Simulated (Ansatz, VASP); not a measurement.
One calculation of Ge2P, two programs

INCAR

```
SYSTEM = Ge2P
PREC = Accurate ; ENCUT = 600
EDIFF = 1E-7 ; ISMEAR = 0
SIGMA = 0.1 ; LREAL = .False.
LASPH = .True. ; NELM = 100
ALGO = Normal ; ISIF = 3
LWAVE = .False. ; LCHARG = .False.
GGA = PE ; IBRION = 2
NSW = 100 ; EDIFFG = -0.01
```

File KPOINTS:

```
Automatic mesh
0
Gamma
  12 12 16
  0 0 0
```

Contents of POSCAR:

```
Ge2P
1.0
    4.4932444066      0.0000000000      0.0000000000
   -2.2466222033      3.8912638016      0.0000000000
    0.0000000000      0.0000000000      3.0860894104
Ge P
2 1
Direct
    0.6666666667      0.3333333333      0.7419022667
    0.3333333333      0.6666666667      0.2580977333
    0.0000000000      0.0000000000      0.0000000000
```

Input for Ansatz:

```yaml
crystal:
  lattice:
    - [4.4932444066, 0.0, 0.0]
    - [-2.2466222033, 3.8912638016, 0.0]
    - [0.0, 0.0, 3.0860894104]
  atoms:
    - { symbol: Ge, position: [0.6666666667, 0.3333333333, 0.7419022667] }
    - { symbol: Ge, position: [0.3333333333, 0.6666666667, 0.2580977333] }
    - { symbol: P, position: [0.0, 0.0, 0.0] }
basis:
  ecutwfc: 420
kpoints:
  mp_grid: { grid: [12, 12, 16] }
hamiltonian:
  xc: pbe
scf:
  occupations: { method: gaussian, width: 0.1 }
output:
  forces: true
  stress: true
  eigenvalues: true
  write_density: true
  write_potential: true
  elf: true
  volumetric_format: npy
relax:
  adjacent_minimum: "off"
  f_tol: 0.01
  max_steps: 80
  cell: { stress_tol: 0.05 }
```

Change from the starting cell: species swapped into the Ti2Re type (P-3m1, No. 164).

Alike in both runs: task relaxation of cell and atoms; functional PBE; k mesh 12 × 12 × 16; occupations gaussian, width 0.1 eV; no spin polarisation.

```csv
,VASP,Ansatz
version,VASP 6.6.1,Ansatz 0.2.0
potentials or method,"VASP PAW PBE potentials, release 64 (Ge_d, P), cutoff 600 eV","scalar-relativistic, plane waves, PAW"
valence electrons in the cell,33,33
```

```csv
,VASP,Ansatz,Ansatz less VASP
"gap on the k mesh at the Fermi level, each at its own relaxed structure (eV)",none,none,-
relaxed volume (Å³/atom),18.01,18.00,-0.005
relaxed length of the cell vector where the two differ most in proportion (Å),4.890,4.889,-0.0013
```

A gap of «none» marks a metal or a gap that the smearing closes.

Noted on VASP's run: too few bands were computed for a metal, which touches its energy and stress.
